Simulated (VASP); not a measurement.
# Al13B3N16 (P1) in VASP: notebook

Runs on Al13B3N16. Level: PBEsol. Tasks: single point.

All numbers are computed with VASP 6.6.1; they aren't measurements. Logs are shortened: lines on timing, memory, paths and dates and some standing lists are left out, and cuts for length are marked.

### Step 1. The cell of the first run

The typed cell holds 96 atoms: a = 9.015 Å, b = 10.410 Å, c = 9.671 Å, α = 90.00°, β = 90.00°, γ = 90.00°.

### Step 2. Single point, PBEsol

The input, INCAR:

```
SYSTEM = Al13B3N16
PREC = Accurate ; ENCUT = 700
EDIFF = 1E-6 ; ISMEAR = -1
SIGMA = 0.05 ; LREAL = Auto
LASPH = .True. ; NELM = 120
ALGO = Normal ; ISIF = 2
LWAVE = .False. ; LCHARG = .False.
GGA = PS ; ISYM = -1
NBANDS = 246 ; GGA_COMPAT = .False.
```

The input, KPOINTS:

```
explicit points
1
Reciprocal
  0.25000000   0.25000000   0.25000000 1
```

The input, POSCAR:

```
Al13B3N16
1.0
    9.0149410000      0.0000000000      0.0000000000
    0.0000000000     10.4095570000      0.0000000000
    0.0000000000      0.0000000000      9.6705670000
B Al N
9 39 48
Direct
    0.1679210000      0.0820600000      0.2495040000
    0.5018650000      0.0836720000      0.2465050000
    0.4990580000      0.0840690000      0.7495900000
    0.8350640000      0.0811190000      0.7475180000
    0.4974140000      0.5815600000      0.7460050000
    0.8357350000      0.5817700000      0.2471040000
    0.1630150000      0.4150090000      0.9996770000
    0.6665840000      0.1640160000      0.4990580000
    0.4969880000      0.9136190000      0.0016260000
    0.1650430000      0.0840060000      0.7484130000
    0.0023660000      0.3342660000      0.2507190000
    0.0020380000      0.3336320000      0.7469070000
    0.3326390000      0.3330290000      0.2499780000
    0.3342090000      0.3357420000      0.7492840000
    0.1644360000      0.5847110000      0.2490190000
    0.1679420000      0.5851680000      0.7492820000
    0.9991020000      0.8337220000      0.2469770000
    0.9996400000      0.8340030000      0.7472630000
    0.8349940000      0.0817390000      0.2452340000
    0.6716560000      0.3342810000      0.2469980000
    0.6642360000      0.3306150000      0.7501540000
    0.4993640000      0.5818240000      0.2470670000
    0.3310320000      0.8354530000      0.2468600000
    0.3314180000      0.8328390000      0.7524760000
    0.8353290000      0.5843780000      0.7491690000
    0.6640880000      0.8332600000      0.2497700000
    0.6688140000      0.8309590000      0.7535900000
    0.0003060000      0.1674800000      0.4980040000
    0.0000730000      0.1705600000      0.9988790000
    0.3335260000      0.1666290000      0.4967090000
    0.3322870000      0.1648190000      0.9997720000
    0.1726680000      0.4156000000      0.4987180000
    0.0035730000      0.6659590000      0.4992170000
    0.0006770000      0.6668130000      0.9978470000
    0.6699750000      0.1664450000      0.9950900000
    0.5007340000      0.4155500000      0.4985380000
    0.4994050000      0.4159480000      0.0002030000
    0.3330980000      0.6698930000      0.4981390000
    0.3349280000      0.6688890000      0.0007130000
    0.1680430000      0.9144830000      0.4960300000
    0.1697050000      0.9178710000      0.0000120000
    0.8331370000      0.4174710000      0.5000840000
    0.8331980000      0.4173760000      0.9987190000
    0.6678020000      0.6656080000      0.4998490000
    0.6690110000      0.6652400000      0.9996370000
    0.5008070000      0.9144550000      0.4999270000
    0.8319620000      0.9138870000      0.4992370000
    0.8330400000      0.9147100000      0.9998390000
    0.0034200000      0.1636650000      0.1908010000
    0.9962720000      0.1688710000      0.6903270000
    0.3319330000      0.1674560000      0.1896720000
    0.3354310000      0.1672790000      0.6888580000
    0.1663480000      0.4146560000      0.1885880000
    0.1664980000      0.4151580000      0.6898190000
    0.0010230000      0.6628380000      0.1870480000
    0.0007380000      0.6660190000      0.6930230000
    0.6648740000      0.1665770000      0.1892020000
    0.6702150000      0.1678430000      0.6896120000
    0.4983550000      0.4172820000      0.1876770000
    0.4978550000      0.4179170000      0.6908730000
    0.3309680000      0.6678050000      0.1891120000
    0.3296350000      0.6665330000      0.6898260000
    0.1681920000      0.9181520000      0.1896880000
    0.1687770000      0.9158450000      0.6920460000
    0.8358990000      0.4185990000      0.1908310000
    0.8337070000      0.4159100000      0.6888290000
    0.6648790000      0.6663190000      0.1878440000
    0.6655730000      0.6657870000      0.6876910000
    0.5004790000      0.9160840000      0.1879810000
    0.5037450000      0.9157210000      0.6876550000
    0.8360880000      0.9177820000      0.1893350000
    0.8374030000      0.9169570000      0.6892560000
    0.1636830000      0.0825020000      0.4369900000
    0.1630600000      0.0820510000      0.9382090000
    0.9997620000      0.3330660000      0.4364850000
    0.0011140000      0.3303940000      0.9405470000
    0.4974680000      0.0826940000      0.4373700000
    0.5010890000      0.0841960000      0.9402480000
    0.3332740000      0.3325710000      0.4374260000
    0.3331990000      0.3333070000      0.9397230000
    0.1683740000      0.5828880000      0.4421950000
    0.1661660000      0.5848030000      0.9376290000
    0.0001650000      0.8297170000      0.4409740000
    0.9999070000      0.8345540000      0.9397700000
    0.8324330000      0.0850980000      0.4347510000
    0.8331310000      0.0813770000      0.9393350000
    0.6661110000      0.3348010000      0.4383600000
    0.6680360000      0.3322930000      0.9397010000
    0.4981440000      0.5836450000      0.4392540000
    0.4976330000      0.5844050000      0.9409080000
    0.3329500000      0.8352150000      0.4385480000
    0.3339970000      0.8335690000      0.9351030000
    0.8314250000      0.5824420000      0.4425450000
    0.8325060000      0.5818940000      0.9383920000
    0.6596170000      0.8326780000      0.4400440000
    0.6639470000      0.8315110000      0.9394360000
```

Potentials or basis: VASP PAW PBE potentials, release 64 (B, Al, N).

Launch:

```console
> cat potpaw_PBE.64/B/POTCAR potpaw_PBE.64/Al/POTCAR potpaw_PBE.64/N/POTCAR > POTCAR
> mpirun -np 1 vasp_std > vasp.out
```

OUTCAR:

```text
SYSTEM = Al13B3N16
   PREC = Accurate
   ENCUT = 700
   EDIFF = 1E-6
   ISMEAR = -1
   LREAL = Auto
   LASPH = .True.
   NELM = 120
   ISIF = 2
   GGA = PS
   ISYM = -1

 ion  position               nearest neighbor table
   1  0.168  0.082  0.250-  49 1.80  63 1.80  73 1.81  51 1.82
   2  0.502  0.084  0.247-  57 1.79  69 1.83  77 1.85  51 1.85
   3  0.499  0.084  0.750-  52 1.81  78 1.84  70 1.85  58 1.86
   4  0.835  0.081  0.748-  72 1.80  50 1.80  58 1.83  86 1.86
   5  0.497  0.582  0.746-  60 1.78  62 1.83  68 1.84  90 1.89
   6  0.836  0.582  0.247-  65 1.78  55 1.81  67 1.86  93 1.89
   7  0.163  0.415  1.000-  76 1.80  53 1.83  80 1.85  82 1.87
   8  0.667  0.164  0.499-  85 1.82  77 1.84  58 1.84  87 1.87
   9  0.497  0.914  0.002-  69 1.80  92 1.81  96 1.83  78 1.87
  10  0.165  0.084  0.748-  64 1.83  74 1.84  50 1.85  52 1.86  28 2.97  31 2.98  29 2.98  12 2.99
                            41 2.99  30 3.00  18 3.00  40 3.01  24 3.01  14 3.03
  11  0.002  0.334  0.251-  75 1.80  53 1.80  65 1.83  49 1.87  28 2.96  32 2.97  29 2.97  13 2.98
                            20 2.98  42 2.98  15 2.99  43 3.00  19 3.03
  12  0.002  0.334  0.747-  54 1.80  50 1.80  66 1.83  76 1.87  42 2.96  28 2.96  29 2.97  32 2.98
                            10 2.99  14 2.99  43 3.00  25 3.01  16 3.02  21 3.05
  13  0.333  0.333  0.250-  79 1.81  51 1.82  53 1.82  59 1.83  32 2.93  30 2.95  36 2.97  37 2.97
                            11 2.98  31 2.99  22 2.99  15 3.03  20 3.06
[... 22 lines left out ...]
  25  0.835  0.584  0.749-  56 1.80  94 1.83  68 1.85  66 1.85  34 2.96  44 2.97  42 2.97  45 2.97
                            27 2.97  43 2.97  33 2.98  18 2.99  16 3.00  12 3.01  21 3.06
  26  0.664  0.833  0.250-  69 1.81  67 1.84  95 1.84  71 1.88  46 2.96  47 2.97  48 2.98  44 2.98
                            45 2.99  23 3.00  22 3.01  19 3.01  17 3.02
  27  0.669  0.831  0.754-  96 1.80  68 1.83  70 1.84  72 1.87  48 2.94  45 2.94  25 2.97  18 2.98
                            47 2.99  44 3.00  46 3.01  24 3.04
  28  0.000  0.167  0.498-  73 1.82  75 1.82  85 1.84  50 1.86  11 2.96  12 2.96  10 2.97  19 3.00
                            30 3.00  42 3.01  32 3.01  40 3.04  47 3.04
  29  0.000  0.171  0.999-  76 1.76  74 1.83  49 1.86  86 1.86  19 2.96  12 2.97  11 2.97  35 2.98
                            43 2.98  10 2.98  31 3.00  41 3.04  48 3.06
  30  0.334  0.167  0.497-  77 1.81  79 1.82  73 1.86  52 1.86  13 2.95  32 2.97  10 3.00  36 3.00
                            28 3.00  14 3.01  40 3.02  46 3.03
  31  0.332  0.165  1.000-  78 1.83  51 1.84  80 1.85  74 1.85  41 2.96  10 2.98  13 2.99  29 3.00
                            14 3.01  37 3.02  35 3.04
  32  0.173  0.416  0.499-  79 1.79  81 1.83  54 1.85  75 1.88  13 2.93  14 2.95  36 2.96  30 2.97
                            11 2.97  12 2.98  15 2.99  16 3.00  28 3.01  38 3.02  33 3.02  42 3.06
  33  0.004  0.666  0.499-  83 1.80  81 1.81  93 1.86  56 1.87  15 2.94  16 2.96  18 2.97  38 2.97
                            25 2.98  40 2.98  17 3.00  42 3.01  47 3.01  32 3.02  44 3.03
  34  0.001  0.667  0.998-  82 1.81  55 1.83  84 1.83  94 1.85  25 2.96  16 2.96  15 2.97  17 2.97
                            18 2.98  45 2.99  48 2.99  43 3.00  39 3.01  41 3.03
  35  0.670  0.166  0.995-  86 1.80  88 1.81  78 1.83  57 1.88  21 2.92  19 2.97  29 2.98  20 3.00
                            43 3.00  48 3.00  37 3.02  31 3.04
  36  0.501  0.416  0.499-  87 1.81  79 1.84  89 1.84  60 1.86  32 2.96  13 2.97  14 2.97  21 2.98
                            22 2.98  42 3.00  30 3.00  20 3.00  44 3.01  38 3.05
  37  0.499  0.416  0.000-  59 1.81  80 1.82  90 1.85  88 1.85  22 2.95  14 2.97  20 2.97  13 2.97
                            21 2.97  43 3.01  45 3.01  31 3.02  35 3.02  39 3.02
  38  0.333  0.670  0.498-  91 1.81  81 1.82  89 1.83  62 1.85  40 2.95  46 2.96  33 2.97  23 2.98
                            16 2.98  15 2.98  24 2.99  22 3.00  32 3.02  44 3.02  36 3.05
[... 17 lines left out ...]
   TEBEG  =    0.0;   TEEND  =   0.0 temperature during run
   PSTRESS=    0.0 pullay stress
   NELECT =     384.0000    total number of electrons
   NUPDOWN=      -1.0000    fix difference up-down
   EMIN   =  10.00;   EMAX   =-10.00  energy-range for DOS
   EFERMI =   0.00;   METHOD = LEGACY
   ISMEAR =    -1;   SIGMA  =   0.05  broadening in eV -4-tet -1-fermi 0-gaus
   EFERMI_NEDOS =   21; number of points for ismear=-14 and -15
   IALGO  =     38    algorithm
   IMIX   =      4    mixing-type and parameters
     AMIX     =   0.40;   BMIX     =  1.00
     AMIX_MAG =   1.60;   BMIX_MAG =  1.00
  volume/ion in A,a.u.               =       9.45        63.79
  Fermi-wavevector in a.u.,A,eV,Ry     =   1.229050  2.322568 20.552469  1.510564
  Thomas-Fermi vector in A             =   2.363952
   LORBIT       =      0    0 simple, 1 ext, 2 COOP (PROOUT), +10 PAW based schemes
   GGA     = PS    functional components
   LHFCALC =     F    Hartree Fock is set to
   AEXX    =    0.0000 exact exchange contribution
   IVDW    =     0    specifies the selected vdW correction
   LEPSILON=     F    determine dielectric tensor
   LRPA    =     F    only Hartree local field effects (RPA)
 non-spin polarized calculation
  energy-cutoff  :      700.00
  volume of cell :      907.50
 maximum number of plane-waves:     38165
 NGX is ok and might be reduce to    80
   NGX = 39   NGY = 45   NGZ = 41

 number of electron     384.0000010 magnetization

 Free energy of the ion-electron system (eV)
  ---------------------------------------------------
  ext. energy  EPLUGINS =         0.00000000
  ---------------------------------------------------
  free energy    TOTEN  =      -746.47715645 eV

  energy without entropy =     -746.47715645  energy(sigma->0) =     -746.47715645

 E-fermi :   7.3361     XC(G=0): -11.4212

 val. band max:        6.0795089221   @ k =   0.2500   0.2500   0.2500
 cond. band min:      11.0058521542   @ k =   0.2500   0.2500   0.2500
 fundamental gap:      4.9263432321
 Fermi energy:         7.3361216592

 k-point     1 :       0.2500    0.2500    0.2500
  band No.  band energies     occupation
      1      -9.3961      2.00000
      2      -8.9677      2.00000
      3      -8.8995      2.00000
      4      -8.8237      2.00000
      5      -8.4980      2.00000
      6      -8.4205      2.00000
[... 196 lines left out ...]
    203      11.9055      0.00000
    204      11.9856      0.00000
 [bands above 204 left out]

------------------------ aborting loop because EDIFF is reached ----------------------------------------

  FORCE on cell =-STRESS in cart. coord.  units (eV):
  Direction    XX          YY          ZZ          XY          YZ          ZX
  --------------------------------------------------------------------------------------
  -------------------------------------------------------------------------------------
  Total       41.5860182     40.8752557     43.0778423     -6.7776298     -2.2885804     -2.2447467
  in kB       73.4194027     72.1645637     76.0531926    -11.9657894     -4.0404495     -3.9630619
  external PRESSURE =      73.8790530 kB  Pullay stress =       0.0000000 kB

 VOLUME and BASIS-vectors are now :
 -----------------------------------------------------------------------------
  energy-cutoff  :      700.00
  volume of cell :      907.50
      direct lattice vectors                 reciprocal lattice vectors
     9.014941000  0.000000000  0.000000000     0.110926960  0.000000000  0.000000000
     0.000000000 10.409557000  0.000000000     0.000000000  0.096065567  0.000000000
     0.000000000  0.000000000  9.670567000     0.000000000  0.000000000  0.103406553

 POSITION                                       TOTAL-FORCE (eV/Angst)
 -----------------------------------------------------------------------------------
      1.51380      0.85421      2.41285        -0.152180      0.194211      0.257400
      4.52428      0.87099      2.38384         0.030555      0.263246      0.612117
      4.49898      0.87512      7.24896         0.135731     -0.758422      0.239378
      7.52805      0.84441      7.22892        -0.107704      0.168371      0.279937
      4.48416      6.05378      7.21429         0.075484      0.028074      0.590870
      7.53410      6.05597      2.38964        -0.095928     -0.096742      0.290253
[... 88 lines left out ...]
      5.94641      8.66781      4.25547         1.729029     -0.459231     -0.437674
      5.98544      8.65566      9.08488        -2.510030      1.838094      1.944796
 -----------------------------------------------------------------------------------
    total drift:                               -0.007155      0.001432      0.004176

  FREE ENERGIE OF THE ION-ELECTRON SYSTEM (eV)
  ---------------------------------------------------
  free  energy   TOTEN  =      -746.4771564468 eV

  energy  without entropy=     -746.4771564467  energy(sigma->0) =     -746.47715645
```

It took 8.8 min on 1 thread of AMD EPYC 9R45 (Zen 5), shared host; peak memory 1.2 GiB.

What came out:

```yaml
Free_energy: -746.4772 eV
Pressure: 7.4 GPa
Largest_force: 4.797 eV/Å
Band_gap_on_the_k_mesh: 4.93 eV
```

Forces in eV/Å, atoms in the order of the input:
```
B   -0.152  0.194  0.257
B    0.031  0.263  0.612
B    0.136 -0.758  0.239
B   -0.108  0.168  0.280
B    0.075  0.028  0.591
B   -0.096 -0.097  0.290
B    0.433 -0.086  0.333
B    0.277 -0.049 -0.293
B    0.465  0.436 -0.259
Al   0.199 -0.373  0.394
Al  -0.002 -0.597 -0.481
Al  -0.658  0.394  0.647
Al   0.355  0.009 -0.569
Al  -0.575 -0.301  0.584
Al   0.586 -1.129  0.183
Al  -0.253 -1.521  0.175
Al   0.087 -0.357  0.529
Al   0.811  0.133  0.677
Al  -0.643  0.430  0.735
Al  -1.545 -0.222  0.646
Al   0.713  1.385 -0.235
Al  -0.088  0.144  0.687
Al   0.657  0.043  0.589
Al   1.586  0.630 -1.379
Al  -0.832 -0.958  0.027
Al   1.156  0.107 -0.104
Al  -0.816  1.116 -0.771
Al  -1.076 -0.022 -0.175
Al   0.544 -2.020  0.210
Al   0.066 -0.208 -0.210
Al  -0.593 -0.190 -0.383
Al  -1.354  0.096  0.218
Al  -0.782 -0.605  0.191
Al  -0.578 -0.424 -0.292
Al  -0.779 -0.634  0.481
Al  -0.244  0.457  0.035
Al  -0.179  0.401 -0.601
Al   0.565 -0.591  0.159
Al  -0.309 -0.652 -0.583
Al  -0.489  0.611  0.674
Al  -0.508  0.449 -0.397
Al   0.192 -0.923 -0.264
Al   0.489  0.217  0.000
Al  -1.134  0.010 -0.691
Al  -0.640 -0.163 -0.512
Al  -0.539  1.312  0.163
Al  -0.447  1.118 -0.479
Al  -0.393  0.391 -0.313
N    2.798 -0.941  0.705
N   -2.441 -2.663  0.561
N    0.109 -4.067  2.210
N    2.776 -1.609  0.923
N    0.195  0.798 -3.377
N    0.313  0.458 -0.412
N   -3.715 -0.644  1.519
N   -0.096  0.492 -0.886
N   -2.571 -1.789  0.345
N   -0.381 -4.485 -1.661
N    0.543 -0.520  0.486
N    0.644  3.624  0.727
N    0.216  0.253  0.226
N    3.865 -1.269  0.600
N   -0.651  3.355  1.108
N   -0.476  0.251 -1.043
N    0.098  3.521  0.575
N   -0.276  0.143  0.513
N    3.174 -1.523  1.405
N   -2.591 -1.640  1.579
N   -0.419  3.611 -2.779
N   -0.660  3.237  1.754
N   -0.896 -0.878  0.011
N   -1.034  3.431  1.122
N    0.637 -0.141 -3.029
N    0.549  0.469  0.058
N    0.556  0.540  1.020
N    2.697  3.446  0.612
N    3.632  1.356 -2.424
N   -0.319 -3.546 -2.697
N    0.423 -0.032  0.363
N   -3.062  1.304  1.105
N   -0.013 -0.059 -0.705
N    0.301 -3.303  1.592
N   -0.161  0.631 -0.597
N    0.399 -0.471  0.023
N   -3.019  0.889  1.989
N    0.612  0.277 -3.348
N    0.252 -3.520  1.039
N   -0.248  0.225  0.052
N    0.220 -0.142 -0.193
N    0.664 -0.408 -3.285
N    0.264 -0.273 -0.463
N    2.888  1.708  3.099
N    0.976  0.437 -3.583
N    0.402  0.425  0.038
N    1.729 -0.459 -0.438
N   -2.510  1.838  1.945
```

Stress tensor (GPa, compression positive):
```
 7.34 -1.20 -0.40
-1.20  7.22 -0.40
-0.40 -0.40  7.61
```

Caveat: the cell stands under pressure; the PAW data sets were made with another functional, which shifts forces and pressure a little; a shifted mesh leaves out Γ, where band edges can lie.

(Part 1 of 2 ends here.)
